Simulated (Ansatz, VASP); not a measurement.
# Nb: VASP beside Ansatz

INCAR

```
PREC     = Accurate       # precision mode
ENCUT    = 520            # plane-wave cutoff, eV
EDIFF    = 1E-7           # SCF threshold, eV
ISMEAR   = 0              # smearing method
SIGMA    = 0.1            # smearing width, eV
LREAL    = F              # projectors in reciprocal space
LASPH    = T              # aspherical terms in the spheres
NELM     = 60             # most SCF steps
ALGO     = Normal         # electronic algorithm
ISIF     = 2              # what is computed and relaxed
LWAVE    = F              # write WAVECAR
LCHARG   = T              # write CHGCAR
GGA      = PE             # functional
LELF     = T              # ELF
LVHAR    = T            
NBANDS   = 12             # bands
```

The input KPOINTS:

```
Automatic mesh
0
Gamma
  16 16 16
```

POSCAR

```
Nb
1.0
   -1.7691966504      1.7691966504      1.7691966504
    1.7691966504     -1.7691966504      1.7691966504
    1.7691966504      1.7691966504     -1.7691966504
Nb
1
Direct
    0.0000000000      0.0000000000      0.0000000000
```

Input for Ansatz:

```yaml
crystal:
  lattice:
    - [-1.7691966504, 1.7691966504, 1.7691966504]
    - [1.7691966504, -1.7691966504, 1.7691966504]
    - [1.7691966504, 1.7691966504, -1.7691966504]
  atoms:
    - { symbol: Nb, position: [0.0, 0.0, 0.0] }
basis:
  ecutwfc: 420
kpoints:
  mp_grid: { grid: [16, 16, 16] }
hamiltonian:
  xc: pbe
scf:
  occupations: { method: gaussian, width: 0.1 }
output:
  forces: true
  stress: true
  eigenvalues: true
```

Alike in both runs: task single point; functional PBE; k mesh 16 × 16 × 16; occupations gaussian, width 0.1 eV; no spin polarisation.

|  | VASP | Ansatz |
| --- | --- | --- |
| version | VASP 6.6.1 | Ansatz 0.2.0 |
| potentials or method | VASP PAW PBE potentials, release 64 (Nb_sv), cutoff 520 eV | scalar-relativistic, plane waves, PAW |
| valence electrons in the cell | 13 | 13 |

|  | VASP | Ansatz | Ansatz less VASP |
| --- | --- | --- | --- |
| gap on the k mesh at the Fermi level (eV) | none | none | - |
| pressure (GPa) | -23.4 | -23.2 | +0.19 |

A gap of «none» marks a metal or a gap that the smearing closes.
